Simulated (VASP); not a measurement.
Wanted: the native input for a VASP 6.6.1 run.

```yaml
Task: single point
Functional: PBE
Potentials_or_basis: VASP PAW PBE potentials, release 64 (Cs_sv, Br)
Cutoff: 500 eV
k_mesh: 4 × 4 × 4
Occupations: gaussian, width 0.01 eV
Spin: no spin polarisation
Dipole_correction: no
Further_INCAR_settings: ALGO = Normal; EDIFF = 1e-06; NBANDS = 15
```

The structure of CsBr lies in POSCAR:

```
CsBr
1.0
    4.3196005666      0.0000000000      0.0000000000
    0.0000000000      4.3196005666      0.0000000000
    0.0000000000      0.0000000000      4.3196005666
Cs Br
1 1
Direct
    0.0000000000      0.0000000000      0.0000000000
    0.5000000000      0.5000000000      0.5000000000
```

The input as run:

INCAR

```
ALGO = Normal
EDIFF = 1E-6
ENCUT = 500
GGA = PE
GGA_COMPAT = F
ISIF = 2
ISMEAR = 0
LASPH = T
LCHARG = F
LREAL = F
LWAVE = F
NBANDS = 15
NELM = 120
PREC = Accurate
SIGMA = 0.01
```

KPOINTS

```
k-points
0
Gamma
  4 4 4
```

Potentials or basis: VASP PAW PBE potentials, release 64 (Cs_sv, Br).

Launch:

```console
$ cat potpaw_PBE.64/Cs_sv/POTCAR potpaw_PBE.64/Br/POTCAR > POTCAR
$ mpirun -np 1 vasp_std > vasp.out
```

It gave:

The pressure is 0.7 GPa. The band gap on the k mesh is 4.42 eV, indirect (least direct gap 4.43 eV).

Caveat: spin-orbit coupling is left out, which moves the levels of the heavy elements.

Wall time 14 s on 1 thread of AMD EPYC 7R13, with other jobs on the host, peak memory 0.14 GiB.
